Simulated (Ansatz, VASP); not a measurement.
# YZr2 in VASP and in Ansatz

```xyz
3
Lattice="2.6810 1.5479 3.0105 -2.6810 1.5479 3.0105 0.0000 -3.0957 3.0105" Properties=species:S:1:pos:R:3 pbc="T T T"
Y     0.0000    0.0000    0.0000
Zr    0.0000    0.0000    5.9767
Zr    0.0000    0.0000    3.0548
```

Alike in both runs: functional PBE; dispersion D3(BJ); k mesh 12 × 12 × 12; occupations gaussian, width 0.1 eV; no spin polarisation.

Ansatz relaxed the structure, and its values are those at the end. VASP's run is a single point on that final structure, the one shown.

```csv
,VASP,Ansatz
version,VASP 6.6.1,Ansatz 0.2.0
potentials or method,"VASP PAW PBE potentials, release 64 (Y_sv, Zr_sv), cutoff 520 eV","scalar-relativistic, plane waves, PAW"
valence electrons in the cell,35,35
```

Ansatz gave:

- gap on the k mesh at the Fermi level (eV): none
- pressure (GPa): 0.0
- rms of the force components (eV/Å): 0.002

Task: Which values does VASP return?

Result: gap on the k mesh at the Fermi level (eV): none; pressure (GPa): -0.1; rms of the force components (eV/Å): 0.006.

A gap of «none» marks a metal or a gap that the smearing closes.
